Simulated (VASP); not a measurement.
A run of VASP 6.6.1 is set up as follows.

The input INCAR:

```
SYSTEM = P
  PREC = Accurate
  ENCUT = 500
  EDIFF = 1E-6
  ISMEAR = -1
  SIGMA = 0.05
  LREAL = .False.
  LASPH = .True.
  NELM = 120
  ALGO = Normal
  ISIF = 2
  LWAVE = .False.
  LCHARG = .True.
  GGA = VW
  LELF = .True.
  LVHAR = .True.
  NBANDS = 18
  GGA_COMPAT = .False.
```

Contents of KPOINTS:

```
regular mesh
0
Gamma
  8 8 6
  0 0 0
```

Contents of POSCAR:

```
P
1.0
    1.6366841122     -5.4283585144      0.0000000000
    1.6366841122      5.4283585144      0.0000000000
    0.0000000000      0.0000000000      4.5131404726
P
4
Direct
    0.9041431300      0.0958568700      0.5888151700
    0.0958568700      0.9041431300      0.4111848300
    0.5958568700      0.4041431300      0.0888151700
    0.4041431300      0.5958568700      0.9111848300
```

Potentials or basis: VASP PAW PBE potentials, release 64 (P).

Launch:

```sh
$ cat potpaw_PBE.64/P/POTCAR > POTCAR
$ mpirun -np 1 vasp_std > vasp.out
```

Task: Estimate the band gap on the k mesh.

Result: 0.04 eV.

Task: Predict the largest force.

Result: 0.383 eV/Å.

Stress tensor (GPa, compression positive):
```
-0.46  0.00  0.00
 0.00 -0.22  0.00
 0.00  0.00 -0.32
```

Caveat: the PAW data sets were made with another functional, which shifts forces and pressure a little. A k mesh can miss the band edges.
